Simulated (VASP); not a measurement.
# ZrB: single point with LDA

Crystal: ZrB.

```
Zr B
1.0
     0.00000    2.29358    2.29358
     2.29358    0.00000    2.29358
     2.29358    2.29358    0.00000
Zr B
1 1
Direct
  0.00000 0.00000 0.00000
  0.50000 0.50000 0.50000
```

- Program: VASP 6.6.1
- Task: single point
- Functional: LDA
- Potentials or basis: VASP PAW LDA potentials, release 64 (Zr_sv, B)
- Cutoff: 520 eV
- k mesh: 10 × 10 × 10
- Occupations: fermi-dirac, width 0.05 eV
- Spin: no spin polarisation
- Dipole correction: no
- Further INCAR settings: ALGO = Normal; EDIFF = 1e-07; NBANDS = 14

| Item | Value |
| --- | --- |
| Pressure | 37.3 GPa |

Levels at points of the mesh, in eV from the Fermi level:
| k point | band 5 | band 6 | band 7 | band 8 | band 9 | band 10 | band 11 | band 12 |
| --- | --- | --- | --- | --- | --- | --- | --- | --- |
| (0.00, 0.00, 0.00) | -8.25 | 1.92 | 1.92 | 1.92 | 3.85 | 3.85 | 3.91 | 3.91 |
| (0.50, 0.00, 0.00) | -4.28 | -3.23 | -1.49 | -1.49 | 5.99 | 5.99 | 7.68 | 8.53 |
| (0.50, 0.50, 0.00) | -6.48 | -1.25 | -0.06 | 2.71 | 2.71 | 5.73 | 7.23 | 7.23 |

Run time: 4.9 s on 1 thread of Intel(R) Xeon(R) 6975P-C (Granite Rapids), on a shared host, peak memory 0.13 GiB.
